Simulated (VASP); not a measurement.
# Co (P6_3/mmc) in VASP: a series of runs

Runs on Co. Level: PBE. Tasks: single point.

All numbers are computed with VASP 6.6.1; they aren't measurements. Logs are shortened: lines on timing, memory, paths and dates and some standing lists are left out, and cuts for length are marked.

**1. The cell of the first run**

Symmetry: P6_3/mmc, No. 194, hexagonal system. The conventional cell has a = 2.445 Å, b = 2.445 Å, c = 3.950 Å, α = 90.00°, β = 90.00°, γ = 120.00°. Co (site symmetry -6m2) has 12 Co at 2.43 to 2.44 Å within 3.2 Å.

**2. Single point, PBE, collinear spin, ferromagnetic start (volume scaled by 0.9405)**

INCAR reads:

```
ALGO = Normal ; EDIFF = 1E-6
ENCUT = 520 ; GGA = PE
ISIF = 2 ; ISMEAR = -1
ISPIN = 2 ; LASPH = T
LCHARG = F ; LMAXMIX = 4
LORBIT = 11 ; LREAL = F
LWAVE = F ; MAGMOM = 2 2
NBANDS = 20 ; NELM = 150
PREC = Accurate ; SIGMA = 0.05
```

KPOINTS reads:

```
k-points
0
Gamma
  17 17 9
```

POSCAR reads:

```
Co
1.0
    2.4448853601      0.0000000000      0.0000000000
   -1.2224426800      2.1173328312      0.0000000000
    0.0000000000      0.0000000000      3.9501504872
Co
2
Direct
    0.3333333333      0.6666666667      0.2500000000
    0.6666666667      0.3333333333      0.7500000000
```

Potentials or basis: VASP PAW PBE potentials, release 64 (Co).

Launch:

```console
$ cat potpaw_PBE.64/Co/POTCAR > POTCAR
$ mpirun -np 1 vasp_std > vasp.out
```

OUTCAR:

```text
EDIFF = 1E-6
   ENCUT = 520
   GGA = PE
   ISIF = 2
   ISMEAR = -1
   ISPIN = 2
   LASPH = T
   LORBIT = 11
   LREAL = F
   NELM = 150
   PREC = Accurate

 ion  position               nearest neighbor table
   1  0.333  0.667  0.250-   2 2.43   2 2.43   2 2.43   2 2.43   2 2.43   2 2.43
   2  0.667  0.333  0.750-   1 2.43   1 2.43   1 2.43   1 2.43   1 2.43   1 2.43

  LATTYP: Found a hexagonal cell.
 ALAT       =     2.4448853601
 C/A-ratio  =     1.6156792264

  Lattice vectors:

 A1 = (   2.4448853601,   0.0000000000,   0.0000000000)
 A2 = (  -1.2224426800,   2.1173328312,   0.0000000000)
 A3 = (   0.0000000000,   0.0000000000,   3.9501504872)

Analysis of symmetry for initial positions (statically):
=====================================================================
 Subroutine PRICEL returns:
 Original cell was already a primitive cell.

 Routine SETGRP: Setting up the symmetry group for a
 hexagonal supercell.

 Subroutine GETGRP returns: Found 24 space group operations
 (whereof 12 operations were pure point group operations)
 out of a pool of 24 trial point group operations.

The static configuration has the point symmetry D_3d.
 The point group associated with its full space group is D_6h.

Analysis of symmetry for dynamics (positions and initial velocities):
=====================================================================
 Subroutine PRICEL returns:
 Original cell was already a primitive cell.

 Routine SETGRP: Setting up the symmetry group for a
 hexagonal supercell.

 Subroutine GETGRP returns: Found 24 space group operations
 (whereof 12 operations were pure point group operations)
 out of a pool of 24 trial point group operations.

The dynamic configuration has the point symmetry D_3d.
 The point group associated with its full space group is D_6h.

Analysis of structural, dynamic, and magnetic symmetry:
=====================================================================
 Subroutine PRICEL returns:
 Original cell was already a primitive cell.

 Routine SETGRP: Setting up the symmetry group for a
 hexagonal supercell.

 Subroutine GETGRP returns: Found 24 space group operations
 (whereof 12 operations were pure point group operations)
 out of a pool of 24 trial point group operations.

The overall configuration has the point symmetry D_3d.
 The point group associated with its full space group is D_6h.

 Subroutine INISYM returns: Found 24 space group operations
 (whereof 12 operations are pure point group operations),
 and found     1 'primitive' translations

----------------------------------------------------------------------------------------

                                     Primitive cell

  volume of cell :      20.4485

  direct lattice vectors                    reciprocal lattice vectors
     2.444885360  0.000000000  0.000000000     0.409017133  0.236146152  0.000000000
    -1.222442680  2.117332831  0.000000000     0.000000000  0.472292303  0.000000000
     0.000000000  0.000000000  3.950150487     0.000000000  0.000000000  0.253154912

  length of vectors
     2.444885360  2.444885360  3.950150487     0.472292303  0.472292303  0.253154912

  position of ions in fractional coordinates (direct lattice)
     0.333333333  0.666666667  0.250000000
     0.666666667  0.333333333  0.750000000

  ion indices of the primitive-cell ions
   primitive index   ion index
                 1           1
                 2           2

----------------------------------------------------------------------------------------

 KPOINTS: k-points

Automatic generation of k-mesh.
 Grid dimensions read from file:
 generate k-points for:   17   17    9

 Generating k-lattice:

  Cartesian coordinates                     Fractional coordinates (reciprocal lattice)
     0.024059831  0.013890950  0.000000000     0.058823529  0.000000000  0.000000000
     0.000000000  0.027781900  0.000000000     0.000000000  0.058823529  0.000000000
     0.000000000  0.000000000  0.028128324     0.000000000  0.000000000  0.111111111

  Length of vectors
     0.027781900  0.027781900  0.028128324

  Shift w.r.t. Gamma in fractional coordinates (k-lattice)
     0.000000000  0.000000000  0.000000000

 Subroutine IBZKPT returns following result:
 ===========================================

 Found    165 irreducible k-points:

 Following reciprocal coordinates:
            Coordinates               Weight
  0.000000  0.000000  0.000000      1.000000
  0.058824 -0.000000  0.000000      6.000000
  0.117647 -0.000000  0.000000      6.000000
  0.176471 -0.000000  0.000000      6.000000
  0.235294 -0.000000  0.000000      6.000000
  0.294118 -0.000000  0.000000      6.000000
[... 16 lines left out ...]
  0.411765  0.117647  0.000000     12.000000
  0.176471  0.176471  0.000000      6.000000
 [... further k-points ...]
   k-points           NKPTS =    165   k-points in BZ     NKDIM =    165   number of bands    NBANDS=     20
   number of dos      NEDOS =    301   number of ions     NIONS =      2
   total plane-waves  NPLWV =   9720
   dimension x,y,z NGX =    18 NGY =   18 NGZ =   30
   dimension x,y,z NGXF=    36 NGYF=   36 NGZF=   60
   ions per type =               2
   NGX,Y,Z   is equivalent  to a cutoff of  12.24, 12.24, 12.63 a.u.
   NGXF,Y,Z  is equivalent  to a cutoff of  24.48, 24.48, 25.25 a.u.
 SYSTEM =  unknown system
   PREC   = accura    normal or accurate (medium, high low for compatibility)
   ISTART =      0    job   : 0-new  1-cont  2-samecut
   ICHARG =      2    charge: 1-file 2-atom 10-const
   ISPIN  =      2    spin polarized calculation?
   LNONCOLLINEAR =      F non collinear calculations
   LSORBIT =      F    spin-orbit coupling
   LASPH  =      T    aspherical Exc in radial PAW
   ENCUT  =  520.0 eV  38.22 Ry    6.18 a.u.   4.55  4.55  7.34*2*pi/ulx,y,z
   NELM   =    150;   NELMIN=  2; NELMDL= -5     # of ELM steps
   EDIFF  = 0.1E-05   stopping-criterion for ELM
   LREAL  =      F    real-space projection
   EDIFFG = 0.1E-04   stopping-criterion for IOM
   NSW    =      0    number of steps for IOM
   IBRION =     -1    ionic relax: 0-MD 1-quasi-New 2-CG
   NFREE  =      0    steps in history (QN), initial steepest desc. (CG)
   ISIF   =      2    stress and relaxation
   ISYM   =      2    0-nonsym 1-usesym 2-fastsym
   POTIM  = 0.5000    time-step for ionic-motion
   TEBEG  =    0.0;   TEEND  =   0.0 temperature during run
   PSTRESS=    0.0 pullay stress
   NELECT =      18.0000    total number of electrons
   NUPDOWN=      -1.0000    fix difference up-down
   EMIN   =  10.00;   EMAX   =-10.00  energy-range for DOS
   EFERMI =   0.00;   METHOD = LEGACY
   ISMEAR =    -1;   SIGMA  =   0.05  broadening in eV -4-tet -1-fermi 0-gaus
   EFERMI_NEDOS =   21; number of points for ismear=-14 and -15
   IALGO  =     38    algorithm
   IMIX   =      4    mixing-type and parameters
     AMIX     =   0.40;   BMIX     =  1.00
     AMIX_MAG =   1.60;   BMIX_MAG =  1.00
  volume/ion in A,a.u.               =      10.22        69.00
  Fermi-wavevector in a.u.,A,eV,Ry     =   1.568960  2.964905 33.492590  2.461636
  Thomas-Fermi vector in A             =   2.670914
   LORBIT       =     11    0 simple, 1 ext, 2 COOP (PROOUT), +10 PAW based schemes
   GGA     = PE    functional components
   LHFCALC =     F    Hartree Fock is set to
   AEXX    =    0.0000 exact exchange contribution
   IVDW    =     0    specifies the selected vdW correction
   LEPSILON=     F    determine dielectric tensor
   LRPA    =     F    only Hartree local field effects (RPA)
 spin polarized calculation
  energy-cutoff  :      520.00
  volume of cell :       20.45
 maximum number of plane-waves:       568
   NGX =  9   NGY =  9   NGZ = 15

 number of electron      17.9999973 magnetization       3.1368805

 Free energy of the ion-electron system (eV)
  ---------------------------------------------------
  ext. energy  EPLUGINS =         0.00000000
  ---------------------------------------------------
  free energy    TOTEN  =       -14.02852612 eV

  energy without entropy =      -14.01451379  energy(sigma->0) =      -14.02151996

 E-fermi :  11.1087     XC(G=0): -13.7567

 val. band max:       11.0903008298   @ k =   0.2353   0.0588   0.3333
 cond. band min:      11.1093733185   @ k =   0.2353   0.0588   0.0000
 fundamental gap:      0.0190724887
 Fermi energy:        11.1086606386

 spin component 1

 k-point     1 :       0.0000    0.0000    0.0000
  band No.  band energies     occupation
      1       1.8592      1.00000
      2       5.7086      1.00000
      3       8.4341      1.00000
      4       8.4520      1.00000
      5       8.4520      1.00000
      6       8.7979      1.00000
[... 12 lines left out ...]
     19      38.0439      0.00000
     20      38.0439      0.00000

 k-point     2 :       0.0588   -0.0000    0.0000
  band No.  band energies     occupation
      1       1.9865      1.00000
      2       5.7871      1.00000
      3       8.2746      1.00000
      4       8.5141      1.00000
      5       8.5932      1.00000
      6       8.7674      1.00000
[... 12 lines left out ...]
     19      39.6205      0.00000
     20      40.1741      0.00000

 k-point     3 :       0.1176   -0.0000    0.0000
  band No.  band energies     occupation
      1       2.3616      1.00000
      2       6.0032      1.00000
      3       8.0717      1.00000
      4       8.6489      1.00000
      5       8.6950      1.00000
      6       8.7337      1.00000
[... 12 lines left out ...]
     19      38.3126      0.00000
     20      41.6911      0.00000

 k-point     4 :       0.1765   -0.0000    0.0000
  band No.  band energies     occupation
      1       2.9614      1.00000
      2       6.2908      1.00000
      3       7.8604      1.00000
      4       8.1202      1.00000
      5       8.5396      1.00000
      6       8.8782      1.00000
[... 429 lines left out ...]
 k-point    23 :       0.4118    0.1176    0.0000
  band No.  band energies     occupation
      1       6.2833      1.00000
      2       6.3734      1.00000
      3       6.4640      1.00000
      4       8.1255      1.00000
      5       8.2023      1.00000
      6       8.4951      1.00000
[... 12 lines left out ...]
     19      34.3515      0.00000
     20      37.3376      0.00000

 k-point    24 :       0.1765    0.1765    0.0000
  band No.  band energies     occupation
      1       4.8468      1.00000
      2       6.8881      1.00000
      3       7.1175      1.00000
      4       7.2765      1.00000
      5       8.2937      1.00000
      6       8.5345      1.00000
[... 12 lines left out ...]
     19      34.4249      0.00000
     20      40.0747      0.00000

 [... further k-points ...]

 spin component 2

 k-point     1 :       0.0000    0.0000    0.0000
  band No.  band energies     occupation
      1       1.8684      1.00000
      2       6.6323      1.00000
      3      10.0274      1.00000
      4      10.0453      1.00000
      5      10.0453      1.00000
      6      10.4460      1.00000
[... 12 lines left out ...]
     19      38.3471      0.00000
     20      38.3471      0.00000

 k-point     2 :       0.0588   -0.0000    0.0000
  band No.  band energies     occupation
      1       1.9962      1.00000
      2       6.7203      1.00000
      3       9.8384      1.00000
      4      10.1130      1.00000
      5      10.2064      1.00000
      6      10.4066      1.00000
[... 12 lines left out ...]
     19      39.9310      0.00000
     20      40.2274      0.00000

 k-point     3 :       0.1176   -0.0000    0.0000
  band No.  band energies     occupation
      1       2.3735      1.00000
      2       6.9662      1.00000
      3       9.5911      1.00000
      4       9.8236      1.00000
      5      10.2599      1.00000
      6      10.3109      1.00000
[... 12 lines left out ...]
     19      38.2763      0.00000
     20      41.7531      0.00000

 k-point     4 :       0.1765   -0.0000    0.0000
  band No.  band energies     occupation
      1       2.9813      1.00000
      2       7.3079      1.00000
      3       9.1877      1.00000
      4       9.3150      1.00000
      5      10.1130      1.00000
      6      10.5540      0.99998
[... 429 lines left out ...]
 k-point    23 :       0.4118    0.1176    0.0000
  band No.  band energies     occupation
      1       7.1623      1.00000
      2       7.4961      1.00000
      3       7.6565      1.00000
      4       8.8849      1.00000
      5       9.7573      1.00000
      6       9.9442      1.00000
[... 12 lines left out ...]
     19      34.6771      0.00000
     20      37.7052      0.00000

 k-point    24 :       0.1765    0.1765    0.0000
  band No.  band energies     occupation
      1       4.9483      1.00000
      2       8.0451      1.00000
      3       8.2420      1.00000
      4       8.5863      1.00000
      5       9.8503      1.00000
      6      10.0351      1.00000
[... 12 lines left out ...]
     19      34.7332      0.00000
     20      40.3333      0.00000

 [... further k-points ...]

------------------------ aborting loop because EDIFF is reached ----------------------------------------

  FORCE on cell =-STRESS in cart. coord.  units (eV):
  Direction    XX          YY          ZZ          XY          YZ          ZX
  --------------------------------------------------------------------------------------
  -------------------------------------------------------------------------------------
  Total        1.7884009      1.7884009      1.7613361      0.0000000      0.0000000      0.0000000
  in kB      140.1245405    140.1245405    138.0039562      0.0000000      0.0000000      0.0000000
  external PRESSURE =     139.4176790 kB  Pullay stress =       0.0000000 kB

 VOLUME and BASIS-vectors are now :
 -----------------------------------------------------------------------------
  energy-cutoff  :      520.00
  volume of cell :       20.45
      direct lattice vectors                 reciprocal lattice vectors
     2.444885360  0.000000000  0.000000000     0.409017133  0.236146152  0.000000000
    -1.222442680  2.117332831  0.000000000     0.000000000  0.472292303  0.000000000
     0.000000000  0.000000000  3.950150487     0.000000000  0.000000000  0.253154912

 POSITION                                       TOTAL-FORCE (eV/Angst)
 -----------------------------------------------------------------------------------
     -0.00000      1.41156      0.98754         0.000000     -0.000000      0.000000
      1.22244      0.70578      2.96261        -0.000000      0.000000      0.000000
 -----------------------------------------------------------------------------------
    total drift:                                0.000000     -0.000000     -0.000000

  FREE ENERGIE OF THE ION-ELECTRON SYSTEM (eV)
  ---------------------------------------------------
  free  energy   TOTEN  =       -14.0285261190 eV

  energy  without entropy=      -14.0145137929  energy(sigma->0) =      -14.02151996

 total charge

# of ion       s       p       d       tot
------------------------------------------
    1        0.515   0.575   7.306   8.396
    2        0.515   0.575   7.306   8.396
--------------------------------------------------
tot          1.029   1.151  14.611  16.792

 magnetization (x)

# of ion       s       p       d       tot
------------------------------------------
    1       -0.015  -0.054   1.646   1.576
    2       -0.015  -0.054   1.646   1.576
--------------------------------------------------
tot         -0.031  -0.108   3.292   3.153
```

It took 80 s on 1 thread of Intel Xeon Platinum 8375C at 2.90GHz (Ice Lake), shared host; peak memory 0.2 GiB.

What came out:

* Free energy: -14.0285 eV
* Pressure: 13.9 GPa
* Net moment: 3.14 μB per cell
* Site moments: Co +1.58 μB
* Valence electrons inside the program's atomic spheres: Co 8.40

**3. Single point, PBE, collinear spin, ferromagnetic start (volume scaled by 0.97)**

INCAR reads:

```
  PREC = Accurate
  ENCUT = 520
  EDIFF = 1E-6
  ISMEAR = -1
  SIGMA = 0.05
  LREAL = False
  LASPH = True
  NELM = 150
  ALGO = Normal
  ISIF = 2
  LWAVE = False
  LCHARG = False
  ISPIN = 2
  MAGMOM = 2 2
  LORBIT = 11
  LMAXMIX = 4
  GGA = PE
  NBANDS = 20
```

KPOINTS reads:

```
regular mesh
0
Gamma
  17 17 9
```

POSCAR reads:

```
Co
1.0
    2.4701849884      0.0000000000      0.0000000000
   -1.2350924942      2.1392429520      0.0000000000
    0.0000000000      0.0000000000      3.9910265710
Co
2
Direct
    0.3333333333      0.6666666667      0.2500000000
    0.6666666667      0.3333333333      0.7500000000
```

Potentials or basis: VASP PAW PBE potentials, release 64 (Co).

Launch:

```console
$ cat potpaw_PBE.64/Co/POTCAR > POTCAR
$ mpirun -np 1 vasp_std > vasp.out
```

It took 89 s on 1 thread of Intel Xeon Platinum 8375C at 2.90GHz (Ice Lake), shared host; peak memory 0.21 GiB.

It converged, with:

* Free energy: -14.0680 eV
* Pressure: 6.0 GPa
* Net moment: 3.19 μB per cell
* Site moments: Co +1.61 μB
* Valence electrons inside the program's atomic spheres: Co 8.33

Stress tensor (GPa, compression positive):
```
6.15 0.00 0.00
0.00 6.15 0.00
0.00 0.00 5.85
```

Levels at points of the mesh, in eV from the Fermi level:
Spin up:
| k point | band 7 | band 8 | band 9 | band 10 | band 11 | band 12 | band 13 | band 14 | band 15 | band 16 |
| --- | --- | --- | --- | --- | --- | --- | --- | --- | --- | --- |
| (0.00, 0.00, 0.00) | -2.29 | -1.93 | -1.93 | -0.78 | -0.78 | -0.07 | 6.63 | 22.22 | 25.06 | 25.06 |
Spin down:
```tsv
k point	band 3	band 4	band 5	band 6	band 7	band 8	band 9	band 10	band 11	band 12
(0.00, 0.00, 0.00)	-1.02	-1.00	-1.00	-0.61	-0.61	-0.18	-0.18	-0.13	1.09	1.09
```
